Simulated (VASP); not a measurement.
Wanted: the native input for a VASP 6.6.1 run.

* Task: relaxation of cell and atoms
* Functional: PBE
* Potentials or basis: VASP PAW PBE potentials, release 64 (Te, Mo_sv)
* Cutoff: 600 eV
* k mesh: 12 × 12 × 2
* Occupations: gaussian, width 0.02 eV
* Spin: no spin polarisation
* Dipole correction: no
* Further INCAR settings: ALGO = Normal; EDIFF = 1e-06; IBRION = 2; EDIFFG = -0.01; NSW = 100; ISIF = 3

The structure of Te2Mo lies in POSCAR:

```
Te2Mo
1.0
    3.5602328100      0.0000000000      0.0000000000
   -1.7801164000      3.0832520500      0.0000000000
    0.0000000000      0.0000000000     17.5240573900
Te Mo
2 1
Direct
    0.3333333300      0.6666666700      0.8978554600
    0.3333333300      0.6666666700      0.1021445400
    0.0000000000      0.0000000000      0.0000000000
```

One way to write it, as run:

INCAR

```
PREC = Accurate ; ENCUT = 600
EDIFF = 1E-6 ; ISMEAR = 0
SIGMA = 0.02 ; LREAL = F
LASPH = T ; NELM = 100
ALGO = Normal ; ISIF = 3
LWAVE = F ; LCHARG = F
GGA = PE ; IBRION = 2
NSW = 100 ; EDIFFG = -0.01
```

KPOINTS

```
regular mesh
0
Gamma
  12 12 2
```

Potentials or basis: VASP PAW PBE potentials, release 64 (Te, Mo_sv).

Launch:

```sh
$ cat potpaw_PBE.64/Te/POTCAR potpaw_PBE.64/Mo_sv/POTCAR > POTCAR
$ mpirun -np 1 vasp_std > vasp.out
```

Results of the run:

```yaml
Relaxed_cell: a = 3.555 Å, b = 3.555 Å, c = 17.643 Å, α = 90.00°, β = 90.00°, γ = 120.00°
Space_group_after_relaxing_to_0.05_Å: P-6m2 (No. 187)
Energy_gained_by_relaxing: 1.3 meV/atom
Ionic_steps: 4
Largest_force_after_relaxing: 0.006 eV/Å
Band_gap_on_the_k_mesh: 1.08 eV, direct
```

Caveat: spin-orbit coupling is left out, which moves the levels of the heavy elements.

Run time: 3.7 min on 1 thread of Intel(R) Xeon(R) 6975P-C (Granite Rapids), on a shared host, peak memory 0.44 GiB.
